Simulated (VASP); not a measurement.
Wanted: the native input for a VASP 6.6.1 run.

```yaml
Task: single point
Functional: PBEsol
Potentials_or_basis: VASP PAW PBE potentials, release 64 (Sb, Mn_pv)
Cutoff: 520 eV
k_mesh: 7 × 7 × 5
Occupations: fermi-dirac, width 0.1 eV
Spin: collinear spin, antiferromagnetic start
Starting_moments: "[0.0, 0.0, 2.25, -2.25] μB"
Dipole_correction: no
Further_INCAR_settings: ALGO = Fast; EDIFF = 1e-06; NBANDS = 30
```

The structure of MnSb lies in POSCAR:

```
MnSb
1.0
    4.1199979800      0.0000000000      0.0000000000
   -2.0599989900      3.5680229100      0.0000000000
    0.0000000000      0.0000000000      5.7950000000
Sb Mn
2 2
Direct
    0.3333333300      0.6666666700      0.2500000000
    0.6666666700      0.3333333300      0.7500000000
    0.0000000000      0.0000000000      0.0000000000
    0.0000000000      0.0000000000      0.5000000000
```

The input as run:

INCAR

```
PREC = Accurate ; ENCUT = 520
EDIFF = 1E-6 ; ISMEAR = -1
SIGMA = 0.1 ; LREAL = False
LASPH = True ; NELM = 150
ALGO = Fast ; ISIF = 2
LWAVE = False ; LCHARG = False
ISPIN = 2 ; MAGMOM = 0 0 2.25 -2.25
LORBIT = 11 ; LMAXMIX = 4
GGA = PS ; NBANDS = 30
```

KPOINTS

```
regular mesh
0
Gamma
  7 7 5
```

Potentials or basis: VASP PAW PBE potentials, release 64 (Sb, Mn_pv).

The run is started by

```console
$ cat potpaw_PBE.64/Sb/POTCAR potpaw_PBE.64/Mn_pv/POTCAR > POTCAR
$ mpirun -np 1 vasp_std > vasp.out
```

Results of the run:

```
Pressure                                              : -7.1 GPa
Band gap on the k mesh                                : zero (filled and empty bands overlap)
Net moment                                            : 0.00 μB per cell
Site moments                                          : Sb +0.00; Mn +3.27, -3.27 μB
Valence electrons inside the program's atomic spheres : Sb 2.44; Mn 11.54
```

Caveat: the cell stands under tension; the PAW data sets were made with another functional, which shifts forces and pressure a little; spin-orbit coupling is left out, which moves the levels of the heavy elements.

Wall time 50 s on 1 thread of Intel(R) Xeon(R) 6975P-C (Granite Rapids) (shared host), peak memory 0.3 GiB.
